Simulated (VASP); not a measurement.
# TiC (Cm) in VASP: single point with PBE

Aim: the single point of TiC with PBE.

All numbers are computed with VASP 6.6.1; they aren't measurements. Logs are shortened: lines on timing, memory, paths and dates and some standing lists are left out, and cuts for length are marked.

## 1. The cell of the first run

It takes space group Cm (No. 8, monoclinic). The conventional cell has a = 5.301 Å, b = 3.060 Å, c = 3.060 Å, α = 90.00°, β = 125.26°, γ = 90.00°. Ti (site symmetry m) has 6 C at 1.97 to 2.37 Å within 2.6 Å. C (site symmetry m) has 6 Ti at 1.97 to 2.37 Å within 2.6 Å.

## 2. Single point, PBE (atom 1 (Ti) moved by (-0.100, -0.200) A along [1 1 0] and z)

INCAR reads:

```
PREC = Accurate
ENCUT = 520
EDIFF = 1E-7
ISMEAR = 0
SIGMA = 0.15
LREAL = F
LASPH = T
NELM = 100
ALGO = Normal
ISIF = 2
LWAVE = F
LCHARG = T
GGA = PE
LELF = T
LVHAR = T
NBANDS = 15
```

KPOINTS reads:

```
Automatic mesh
0
Gamma
  18 18 18
```

POSCAR reads:

```
TiC
1.0
    0.0000000000      2.1640000000      2.1640000000
    2.1640000000      0.0000000000      2.1640000000
    2.1640000000      2.1640000000      0.0000000000
Ti C
1 1
Direct
   -0.0462107209     -0.0462107209      0.0135348068
    0.5000000000      0.5000000000      0.5000000000
```

Potentials or basis: VASP PAW PBE potentials, release 64 (Ti_sv, C).

Started as:

```
cat potpaw_PBE.64/Ti_sv/POTCAR potpaw_PBE.64/C/POTCAR > POTCAR
mpirun -np 1 vasp_std > vasp.out
```

OUTCAR:

```text
PREC = Accurate
   ENCUT = 520
   EDIFF = 1E-7
   ISMEAR = 0
   LREAL = F
   LASPH = T
   NELM = 100
   ISIF = 2
   GGA = PE

 ion  position               nearest neighbor table
   1  0.954  0.954  0.014-   2 1.97   2 2.10   2 2.10   2 2.24   2 2.24   2 2.37
   2  0.500  0.500  0.500-   1 1.97   1 2.10   1 2.10   1 2.24   1 2.24   1 2.37

  LATTYP: Found a face centered cubic cell.
 ALAT       =     4.3280000000

  Lattice vectors:

 A1 = (   0.0000000000,   2.1640000000,   2.1640000000)
 A2 = (   2.1640000000,   0.0000000000,   2.1640000000)
 A3 = (   2.1640000000,   2.1640000000,   0.0000000000)

Analysis of symmetry for initial positions (statically):
=====================================================================
 Subroutine PRICEL returns:
 Original cell was already a primitive cell.

 Routine SETGRP: Setting up the symmetry group for a
 face centered cubic supercell.

 Subroutine GETGRP returns: Found  2 space group operations
 (whereof  2 operations were pure point group operations)
 out of a pool of 48 trial point group operations.

The static configuration has the point symmetry C_1h.

Analysis of symmetry for dynamics (positions and initial velocities):
=====================================================================
 Subroutine PRICEL returns:
 Original cell was already a primitive cell.

 Routine SETGRP: Setting up the symmetry group for a
 face centered cubic supercell.

 Subroutine GETGRP returns: Found  2 space group operations
 (whereof  2 operations were pure point group operations)
 out of a pool of 48 trial point group operations.

The dynamic configuration has the point symmetry C_1h.

 Subroutine INISYM returns: Found  2 space group operations
 (whereof  2 operations are pure point group operations),
 and found     1 'primitive' translations

----------------------------------------------------------------------------------------

                                     Primitive cell

  volume of cell :      20.2676

  direct lattice vectors                    reciprocal lattice vectors
     0.000000000  2.164000000  2.164000000    -0.231053604  0.231053604  0.231053604
     2.164000000  0.000000000  2.164000000     0.231053604 -0.231053604  0.231053604
     2.164000000  2.164000000  0.000000000     0.231053604  0.231053604 -0.231053604

  length of vectors
     3.060358149  3.060358149  3.060358149     0.400196582  0.400196582  0.400196582

  position of ions in fractional coordinates (direct lattice)
     0.953789279  0.953789279  0.013534807
     0.500000000  0.500000000  0.500000000

  ion indices of the primitive-cell ions
   primitive index   ion index
                 1           1
                 2           2

----------------------------------------------------------------------------------------

 KPOINTS: Automatic mesh

Automatic generation of k-mesh.
 Grid dimensions read from file:
 generate k-points for:   18   18   18

 Generating k-lattice:

  Cartesian coordinates                     Fractional coordinates (reciprocal lattice)
    -0.012836311  0.012836311  0.012836311     0.055555556  0.000000000  0.000000000
     0.012836311 -0.012836311  0.012836311     0.000000000  0.055555556  0.000000000
     0.012836311  0.012836311 -0.012836311     0.000000000  0.000000000  0.055555556

  Length of vectors
     0.022233143  0.022233143  0.022233143

  Shift w.r.t. Gamma in fractional coordinates (k-lattice)
     0.000000000  0.000000000  0.000000000

 Subroutine IBZKPT returns following result:
 ===========================================

 Found   1550 irreducible k-points:

 Following reciprocal coordinates:
            Coordinates               Weight
  0.000000  0.000000  0.000000      1.000000
  0.055556  0.000000  0.000000      4.000000
  0.000000  0.000000  0.055556      2.000000
  0.055556  0.055556  0.055556      2.000000
  0.111111  0.000000  0.000000      4.000000
  0.000000  0.000000  0.111111      2.000000
[... 16 lines left out ...]
  0.444444  0.000000  0.000000      4.000000
  0.000000  0.000000  0.444444      2.000000
 [... further k-points ...]
   k-points           NKPTS =   1550   k-points in BZ     NKDIM =   1550   number of bands    NBANDS=     15
   number of dos      NEDOS =    301   number of ions     NIONS =      2
   total plane-waves  NPLWV =  13824
   dimension x,y,z NGX =    24 NGY =   24 NGZ =   24
   dimension x,y,z NGXF=    48 NGYF=   48 NGZF=   48
   ions per type =               1   1
   NGX,Y,Z   is equivalent  to a cutoff of  13.04, 13.04, 13.04 a.u.
   NGXF,Y,Z  is equivalent  to a cutoff of  26.07, 26.07, 26.07 a.u.
 SYSTEM =  unknown system
   PREC   = accura    normal or accurate (medium, high low for compatibility)
   ISTART =      0    job   : 0-new  1-cont  2-samecut
   ICHARG =      2    charge: 1-file 2-atom 10-const
   ISPIN  =      1    spin polarized calculation?
   LNONCOLLINEAR =      F non collinear calculations
   LSORBIT =      F    spin-orbit coupling
   LASPH  =      T    aspherical Exc in radial PAW
   ENCUT  =  520.0 eV  38.22 Ry    6.18 a.u.   5.69  5.69  5.69*2*pi/ulx,y,z
   NELM   =    100;   NELMIN=  2; NELMDL= -5     # of ELM steps
   EDIFF  = 0.1E-06   stopping-criterion for ELM
   LREAL  =      F    real-space projection
   EDIFFG = 0.1E-05   stopping-criterion for IOM
   NSW    =      0    number of steps for IOM
   IBRION =     -1    ionic relax: 0-MD 1-quasi-New 2-CG
   NFREE  =      0    steps in history (QN), initial steepest desc. (CG)
   ISIF   =      2    stress and relaxation
   ISYM   =      2    0-nonsym 1-usesym 2-fastsym
   POTIM  = 0.5000    time-step for ionic-motion
   TEBEG  =    0.0;   TEEND  =   0.0 temperature during run
   PSTRESS=    0.0 pullay stress
   NELECT =      16.0000    total number of electrons
   NUPDOWN=      -1.0000    fix difference up-down
   EMIN   =  10.00;   EMAX   =-10.00  energy-range for DOS
   EFERMI =   0.00;   METHOD = LEGACY
   ISMEAR =     0;   SIGMA  =   0.15  broadening in eV -4-tet -1-fermi 0-gaus
   EFERMI_NEDOS =   21; number of points for ismear=-14 and -15
   IALGO  =     38    algorithm
   IMIX   =      4    mixing-type and parameters
     AMIX     =   0.40;   BMIX     =  1.00
     AMIX_MAG =   1.60;   BMIX_MAG =  1.00
  volume/ion in A,a.u.               =      10.13        68.39
  Fermi-wavevector in a.u.,A,eV,Ry     =   1.513030  2.859212 31.147275  2.289260
  Thomas-Fermi vector in A             =   2.622876
   LORBIT       =      0    0 simple, 1 ext, 2 COOP (PROOUT), +10 PAW based schemes
   GGA     = PE    functional components
   LHFCALC =     F    Hartree Fock is set to
   AEXX    =    0.0000 exact exchange contribution
   IVDW    =     0    specifies the selected vdW correction
   LEPSILON=     F    determine dielectric tensor
   LRPA    =     F    only Hartree local field effects (RPA)
 non-spin polarized calculation
 Gauss-broadening in eV      SIGMA  =   0.15
  energy-cutoff  :      520.00
  volume of cell :       20.27
 maximum number of plane-waves:       568
   NGX = 11   NGY = 11   NGZ = 11

 number of electron      16.0000000 magnetization

 Free energy of the ion-electron system (eV)
  ---------------------------------------------------
  ext. energy  EPLUGINS =         0.00000000
  ---------------------------------------------------
  free energy    TOTEN  =       -18.48528831 eV

  energy without entropy =      -18.48380057  energy(sigma->0) =      -18.48454444

 E-fermi :   9.5078     XC(G=0): -12.6837

 val. band max:        9.5058826819   @ k =   0.0556   0.0000   0.0000
 cond. band min:       9.5354534506   @ k =   0.2222   0.2222  -0.0556
 fundamental gap:      0.0295707688
 Fermi energy:         9.5077622989

 k-point     1 :       0.0000    0.0000    0.0000
  band No.  band energies     occupation
      1     -47.1254      2.00000
      2     -23.1611      2.00000
      3     -23.1581      2.00000
      4     -23.1527      2.00000
      5      -2.9230      2.00000
      6       9.1339      1.99958
      7       9.2414      1.98798
      8       9.4825      1.18825
      9      10.1667      0.00000
     10      10.9414      0.00000
     11      12.2940      0.00000
     12      12.4103      0.00000
     13      13.1456      0.00000
     14      19.7335      0.00000
     15      23.2833      0.00000

 k-point     2 :       0.0556    0.0000    0.0000
  band No.  band energies     occupation
      1     -47.1232      2.00000
      2     -23.1732      2.00000
      3     -23.1623      2.00000
      4     -23.1554      2.00000
      5      -2.8529      2.00000
      6       8.7723      2.00000
      7       9.2263      1.99203
      8       9.5059      1.01414
      9      10.1936      0.00000
     10      10.8348      0.00000
     11      11.9900      0.00000
     12      12.8348      0.00000
     13      13.4832      0.00000
     14      19.8620      0.00000
     15      23.3302      0.00000

 k-point     3 :       0.0000    0.0000    0.0556
  band No.  band energies     occupation
      1     -47.1232      2.00000
      2     -23.1745      2.00000
      3     -23.1597      2.00000
      4     -23.1570      2.00000
      5      -2.8525      2.00000
      6       8.7621      2.00000
      7       9.1638      1.99882
      8       9.6717      0.12215
      9      10.1670      0.00000
     10      10.7632      0.00000
     11      11.9978      0.00000
     12      12.7635      0.00000
     13      13.5525      0.00000
     14      19.8554      0.00000
     15      23.3369      0.00000
[... 343 lines left out ...]
 k-point    23 :       0.4444    0.0000    0.0000
  band No.  band energies     occupation
      1     -47.0533      2.00000
      2     -23.6495      2.00000
      3     -23.2106      2.00000
      4     -23.2039      2.00000
      5       0.2903      2.00000
      6       3.8718      2.00000
      7       6.6188      2.00000
      8       6.7730      2.00000
      9      12.1969      0.00000
     10      12.2814      0.00000
     11      13.3980      0.00000
     12      16.2537      0.00000
     13      17.3641      0.00000
     14      19.1649      0.00000
     15      24.7604      0.00000

 k-point    24 :       0.0000    0.0000    0.4444
  band No.  band energies     occupation
      1     -47.0529      2.00000
      2     -23.6541      2.00000
      3     -23.2093      2.00000
      4     -23.2064      2.00000
      5       0.3037      2.00000
      6       3.8734      2.00000
      7       6.6898      2.00000
      8       6.8559      2.00000
      9      12.1788      0.00000
     10      12.2590      0.00000
     11      13.3421      0.00000
     12      16.0580      0.00000
     13      17.1427      0.00000
     14      19.3514      0.00000
     15      24.8086      0.00000

 [... further k-points ...]
[... 5 lines left out ...]
  --------------------------------------------------------------------------------------
  -------------------------------------------------------------------------------------
  Total        0.4051732      0.4051732      1.8608650     -0.1044635     -0.2578916     -0.2578920
  in kB       32.0294555     32.0294555    147.1037327     -8.2579692    -20.3866576    -20.3866874
  external PRESSURE =      70.3875479 kB  Pullay stress =       0.0000000 kB

 VOLUME and BASIS-vectors are now :
 -----------------------------------------------------------------------------
  energy-cutoff  :      520.00
  volume of cell :       20.27
      direct lattice vectors                 reciprocal lattice vectors
     0.000000000  2.164000000  2.164000000    -0.231053604  0.231053604  0.231053604
     2.164000000  0.000000000  2.164000000     0.231053604 -0.231053604  0.231053604
     2.164000000  2.164000000  0.000000000     0.231053604  0.231053604 -0.231053604

 POSITION                                       TOTAL-FORCE (eV/Angst)
 -----------------------------------------------------------------------------------
      2.09329      2.09329      4.12800         0.518089      0.518089      1.938734
      2.16400      2.16400      2.16400        -0.518089     -0.518089     -1.938734
 -----------------------------------------------------------------------------------
    total drift:                               -0.000017     -0.000017     -0.000009

  FREE ENERGIE OF THE ION-ELECTRON SYSTEM (eV)
  ---------------------------------------------------
  free  energy   TOTEN  =       -18.4852883071 eV

  energy  without entropy=      -18.4838005731  energy(sigma->0) =      -18.48454444
```

Run time: 12 min. Hardware: 1 thread of Intel Xeon 8259CL, shared host; peak memory 0.56 GiB.

Results:

| Quantity | Value |
| --- | --- |
| Free energy | -18.4853 eV |
| Pressure | 7.0 GPa |
| Largest force | 2.073 eV/Å |
| Band gap on the k mesh | zero (bands 8 and 9 overlap by 0.39 eV) |

Forces in eV/Å, atoms in the order of the input:
```
Ti   0.518  0.518  1.939
C   -0.518 -0.518 -1.939
```

Levels at points of the mesh, in eV from the Fermi level:
```tsv
k point	band 4	band 5	band 6	band 7	band 8	band 9	band 10	band 11	band 12	band 13
(0.00, 0.00, 0.00)	-32.66	-12.43	-0.37	-0.27	-0.03	0.66	1.43	2.79	2.90	3.64
(0.50, 0.00, 0.00)	-32.71	-9.01	-5.87	-2.95	-2.80	2.78	2.86	4.05	6.60	7.96
(0.00, 0.00, 0.50)	-32.72	-9.00	-5.87	-2.87	-2.72	2.76	2.84	4.01	6.37	7.72
(0.50, 0.50, 0.50)	-32.71	-9.04	-5.88	-3.03	-3.03	2.81	2.90	4.14	7.50	8.05
(0.50, 0.50, 0.00)	-32.84	-10.13	-3.35	-1.94	-0.18	0.20	2.77	3.45	3.46	5.39
(0.00, 0.50, 0.50)	-32.83	-10.12	-3.50	-2.49	-0.40	0.91	3.11	3.45	3.45	5.70
```

Caveat: the cell differs from its parent crystal (atom 1 (Ti) moved by (-0.100, -0.200) A along [1 1 0] and z); the stress differs along the axes, from 3 to 15 GPa; forces of over 1 eV/Å act on the atoms, so gaps and moduli don't describe the material at rest.

The gap in the log of VASP goes by the Fermi energy; the results here count the filled bands.